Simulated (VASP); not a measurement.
# Fe (Im-3m) in VASP: further runs

Aim: see how the results for Fe move with the level of theory and the settings. Levels: PBE, RPBE+D3(BJ), revPBE+D4. Tasks: single point, relaxation of cell and atoms.

Program: VASP 6.6.1. These are calculated values, not measurements. Logs are shortened: lines on timing, memory, paths and dates and some standing lists are left out, and cuts for length are marked.

## 1. The cell of the first run

Symmetry: Im-3m, No. 229, cubic system. The conventional cell has a = 2.886 Å, b = 2.886 Å, c = 2.886 Å, α = 90.00°, β = 90.00°, γ = 90.00°. Within 3.3 Å of Fe (site symmetry m-3m) lie 14 Fe at 2.50 to 2.89 Å.

## 2. Single point, PBE, collinear spin, ferromagnetic start

File INCAR:

```
SYSTEM = Fe
ALGO = Fast
EDIFF = 1E-7
ENCUT = 520
GGA = PE
ISIF = 2
ISMEAR = 0
ISPIN = 2
LASPH = .True.
LCHARG = .False.
LMAXMIX = 4
LORBIT = 11
LREAL = .False.
LWAVE = .False.
MAGMOM = 3
NBANDS = 14
NELM = 150
PREC = Accurate
SIGMA = 0.016
```

File KPOINTS:

```
k-points
0
Gamma
  13 13 13
  0 0 0
```

File POSCAR:

```
Fe
1.0
   -1.4430000000      1.4430000000      1.4430000000
    1.4430000000     -1.4430000000      1.4430000000
    1.4430000000      1.4430000000     -1.4430000000
Fe
1
Direct
    0.0000000000      0.0000000000      0.0000000000
```

Potentials or basis: VASP PAW PBE potentials, release 64 (Fe).

The run is started by

```sh
$ cat potpaw_PBE.64/Fe/POTCAR > POTCAR
$ mpirun -np 1 vasp_std > vasp.out
```

OUTCAR:

```text
SYSTEM = Fe
   EDIFF = 1E-7
   ENCUT = 520
   GGA = PE
   ISIF = 2
   ISMEAR = 0
   ISPIN = 2
   LASPH = .True.
   LORBIT = 11
   LREAL = .False.
   NELM = 150
   PREC = Accurate

 ion  position               nearest neighbor table
   1  0.000  0.000  0.000-

  LATTYP: Found a body centered cubic cell.
 ALAT       =     2.8860000000

  Lattice vectors:

 A1 = (  -1.4430000000,   1.4430000000,   1.4430000000)
 A2 = (   1.4430000000,  -1.4430000000,   1.4430000000)
 A3 = (   1.4430000000,   1.4430000000,  -1.4430000000)

Analysis of symmetry for initial positions (statically):
=====================================================================
 Subroutine PRICEL returns:
 Original cell was already a primitive cell.

 Routine SETGRP: Setting up the symmetry group for a
 body centered cubic supercell.

 Subroutine GETGRP returns: Found 48 space group operations
 (whereof 48 operations were pure point group operations)
 out of a pool of 48 trial point group operations.

The static configuration has the point symmetry O_h .

Analysis of symmetry for dynamics (positions and initial velocities):
=====================================================================
 Subroutine PRICEL returns:
 Original cell was already a primitive cell.

 Routine SETGRP: Setting up the symmetry group for a
 body centered cubic supercell.

 Subroutine GETGRP returns: Found 48 space group operations
 (whereof 48 operations were pure point group operations)
 out of a pool of 48 trial point group operations.

The dynamic configuration has the point symmetry O_h .

Analysis of structural, dynamic, and magnetic symmetry:
=====================================================================
 Subroutine PRICEL returns:
 Original cell was already a primitive cell.

 Routine SETGRP: Setting up the symmetry group for a
 body centered cubic supercell.

 Subroutine GETGRP returns: Found 48 space group operations
 (whereof 48 operations were pure point group operations)
 out of a pool of 48 trial point group operations.

The overall configuration has the point symmetry O_h .

 Subroutine INISYM returns: Found 48 space group operations
 (whereof 48 operations are pure point group operations),
 and found     1 'primitive' translations

----------------------------------------------------------------------------------------

                                     Primitive cell

  volume of cell :      12.0187

  direct lattice vectors                    reciprocal lattice vectors
    -1.443000000  1.443000000  1.443000000     0.000000000  0.346500347  0.346500347
[... 118 lines left out ...]
  energy-cutoff  :      520.00
  volume of cell :       12.02
 maximum number of plane-waves:       336
   NGX =  9   NGY =  9   NGZ =  9

 number of electron       7.9999995 magnetization       2.2808654

 Free energy of the ion-electron system (eV)
  ---------------------------------------------------
  ext. energy  EPLUGINS =         0.00000000
  ---------------------------------------------------
  free energy    TOTEN  =        -8.21618328 eV

  energy without entropy =       -8.21596313  energy(sigma->0) =       -8.21607320

 E-fermi :   5.2129     XC(G=0): -12.8000

 val. band max:        5.2115530983   @ k =  -0.4615  -0.4615   0.3077
 cond. band min:       5.2196215474   @ k =  -0.4615   0.4615   0.4615
 fundamental gap:      0.0080684490
 Fermi energy:         5.2129487482

 spin component 1

 k-point     1 :       0.0000    0.0000    0.0000
  band No.  band energies     occupation
      1      -2.8347      1.00000
      2       3.0356      1.00000
      3       3.0356      1.00000
      4       3.0356      1.00000
      5       4.1471      1.00000
      6       4.1471      1.00000
      7      29.7453      0.00000
      8      29.7453      0.00000
      9      29.7453      0.00000
     10      34.4775      0.00000
     11      34.4775      0.00000
     12      36.5361      0.00000
     13      36.5577      0.00000
     14      36.5586      0.00000
[... 379 lines left out ...]
      3       2.6577      1.00000
      4       4.1063      1.00000
      5       4.2419      1.00000
      6       5.2927      0.00000
      7      18.1222      0.00000
      8      22.1779      0.00000
      9      23.7808      0.00000
     10      31.3107      0.00000
     11      34.9991      0.00000
     12      37.2947      0.00000
     13      39.1239      0.00000
     14      42.3683      0.00000

 [... further k-points ...]

 spin component 2

 k-point     1 :       0.0000    0.0000    0.0000
  band No.  band energies     occupation
      1      -2.6941      1.00000
      2       5.0539      1.00000
      3       5.0540      1.00000
      4       5.0540      1.00000
      5       6.9702      0.00000
      6       6.9703      0.00000
      7      29.4430      0.00000
      8      29.4430      0.00000
      9      29.4430      0.00000
     10      34.6177      0.00000
     11      34.6177      0.00000
     12      37.6949      0.00000
     13      37.7046      0.00000
     14      37.7047      0.00000
[... 379 lines left out ...]
      3       4.3257      1.00000
      4       6.7859      0.00000
      5       7.0845      0.00000
      6       7.3608      0.00000
      7      18.8591      0.00000
      8      22.5372      0.00000
      9      24.4792      0.00000
     10      31.3041      0.00000
     11      35.5517      0.00000
     12      37.5183      0.00000
     13      39.4019      0.00000
     14      42.8437      0.00000

 [... further k-points ...]
[... 5 lines left out ...]
  --------------------------------------------------------------------------------------
  -------------------------------------------------------------------------------------
  Total       -0.6913400     -0.6913400     -0.6913400     -0.0000000     -0.0000000      0.0000000
  in kB      -92.1601764    -92.1601764    -92.1601764     -0.0000000     -0.0000000      0.0000000
  external PRESSURE =     -92.1601764 kB  Pullay stress =       0.0000000 kB

 VOLUME and BASIS-vectors are now :
 -----------------------------------------------------------------------------
  energy-cutoff  :      520.00
  volume of cell :       12.02
      direct lattice vectors                 reciprocal lattice vectors
    -1.443000000  1.443000000  1.443000000     0.000000000  0.346500347  0.346500347
     1.443000000 -1.443000000  1.443000000     0.346500347  0.000000000  0.346500347
     1.443000000  1.443000000 -1.443000000     0.346500347  0.346500347  0.000000000

 POSITION                                       TOTAL-FORCE (eV/Angst)
 -----------------------------------------------------------------------------------
      0.00000      0.00000      0.00000        -0.000000      0.000000     -0.000000
 -----------------------------------------------------------------------------------
    total drift:                                0.000000     -0.000000      0.000000

  FREE ENERGIE OF THE ION-ELECTRON SYSTEM (eV)
  ---------------------------------------------------
  free  energy   TOTEN  =        -8.2161832787 eV

  energy  without entropy=       -8.2159631263  energy(sigma->0) =       -8.21607320

 total charge

# of ion       s       p       d       tot
------------------------------------------
    1        0.464   0.494   6.199   7.157

 magnetization (x)

# of ion       s       p       d       tot
------------------------------------------
    1       -0.014  -0.060   2.366   2.292
```

OSZICAR:

```text
N       E                     dE             d eps       ncg     rms          rms(c)
DAV:   1     0.216479352783E+02    0.21648E+02   -0.38267E+03  5140   0.678E+02
DAV:   2    -0.822439305157E+01   -0.29872E+02   -0.27285E+02  5136   0.126E+02
DAV:   3    -0.912380189513E+01   -0.89941E+00   -0.89460E+00  5698   0.232E+01
DAV:   4    -0.912687318475E+01   -0.30713E-02   -0.30711E-02  5430   0.121E+00
DAV:   5    -0.912688823770E+01   -0.15053E-04   -0.15053E-04  5786   0.894E-02    0.109E+01
RMM:   6    -0.830865146559E+01    0.81824E+00   -0.16657E+00  5898   0.139E+01    0.666E+00
RMM:   7    -0.823323427551E+01    0.75417E-01   -0.76463E-02  5941   0.307E+00    0.376E+00
RMM:   8    -0.822253197865E+01    0.10702E-01   -0.80328E-03  5896   0.667E-01    0.134E+00
RMM:   9    -0.821666792905E+01    0.58640E-02   -0.21070E-03  5833   0.306E-01    0.460E-01
RMM:  10    -0.821615352107E+01    0.51441E-03   -0.39560E-04  5968   0.214E-01    0.168E-01
RMM:  11    -0.821618309173E+01   -0.29571E-04   -0.13463E-04  5992   0.111E-01    0.681E-02
RMM:  12    -0.821618348983E+01   -0.39810E-06   -0.21674E-05  5914   0.353E-02    0.247E-02
RMM:  13    -0.821618384840E+01   -0.35857E-06   -0.30703E-06  6179   0.133E-02    0.139E-02
RMM:  14    -0.821618335620E+01    0.49221E-06   -0.58443E-07  6078   0.587E-03    0.984E-03
RMM:  15    -0.821618322655E+01    0.12965E-06   -0.18658E-07  5524   0.394E-03    0.229E-03
RMM:  16    -0.821618327873E+01   -0.52183E-07   -0.52194E-08  3852   0.157E-03
   1 F= -.82161833E+01 E0= -.82160732E+01  d E =-.220152E-03  mag=     2.2809
```

Wall time 23 s (1 thread of Intel Xeon 6975P-C (Granite Rapids), shared host); peak memory 0.14 GiB.

Results:

| Property | Result |
| --- | --- |
| Free energy | -8.2162 eV |
| Pressure | -9.2 GPa |
| Net moment | 2.28 μB per cell |
| Site moments | Fe +2.29 μB |
| Valence electrons inside the program's atomic spheres | Fe 7.16 |

Levels at points of the mesh, in eV from the Fermi level:
Spin up:
| k point | band 1 | band 2 | band 3 | band 4 | band 5 | band 6 | band 7 | band 8 | band 9 | band 10 |
| --- | --- | --- | --- | --- | --- | --- | --- | --- | --- | --- |
| (0.00, 0.00, 0.00) | -8.05 | -2.18 | -2.18 | -2.18 | -1.07 | -1.07 | 24.53 | 24.53 | 24.53 | 29.26 |
Spin down:
| k point | band 1 | band 2 | band 3 | band 4 | band 5 | band 6 | band 7 | band 8 |
| --- | --- | --- | --- | --- | --- | --- | --- | --- |
| (0.00, 0.00, 0.00) | -7.91 | -0.16 | -0.16 | -0.16 | 1.76 | 1.76 | 24.23 | 24.23 |

## 3. Single point, PBE, collinear spin, ferromagnetic start

File INCAR:

```
SYSTEM = Fe
PREC = Accurate
ENCUT = 520
EDIFF = 1E-6
ISMEAR = 0
SIGMA = 0.02
LREAL = .FALSE.
LASPH = .TRUE.
NELM = 150
ALGO = Fast
ISIF = 2
LWAVE = .FALSE.
LCHARG = .TRUE.
ISPIN = 2
MAGMOM = 3
LORBIT = 11
LMAXMIX = 4
GGA = PE
LELF = .TRUE.
LVHAR = .TRUE.
NBANDS = 14
```

File KPOINTS:

```
Automatic mesh
0
G
  13 13 13
  0 0 0
```

POSCAR is that of step 2.

Potentials or basis: VASP PAW PBE potentials, release 64 (Fe).

The run is started by

```sh
$ cat potpaw_PBE.64/Fe/POTCAR > POTCAR
$ mpirun -np 1 vasp_std > vasp.out
```

Wall time 16 s (1 thread of Intel Xeon 6975P-C (Granite Rapids), shared host); peak memory 0.15 GiB.

The run converged. Its results:

- Free energy: -8.2162 eV
- Pressure: -9.5 GPa
- Net moment: 2.28 μB per cell
- Site moments: Fe +2.29 μB
- Valence electrons inside the program's atomic spheres: Fe 7.16

Levels at points of the mesh, in eV from the Fermi level:
Spin up:
```tsv
k point	band 1	band 2	band 3	band 4	band 5	band 6	band 7	band 8	band 9	band 10
(0.00, 0.00, 0.00)	-8.05	-2.18	-2.18	-2.18	-1.07	-1.07	24.53	24.53	24.53	29.26
```
Spin down:
| k point | band 1 | band 2 | band 3 | band 4 | band 5 | band 6 | band 7 |
| --- | --- | --- | --- | --- | --- | --- | --- |
| (0.00, 0.00, 0.00) | -7.91 | -0.16 | -0.16 | -0.16 | 1.76 | 1.76 | 24.23 |

(Part 1 of 2 ends here.)
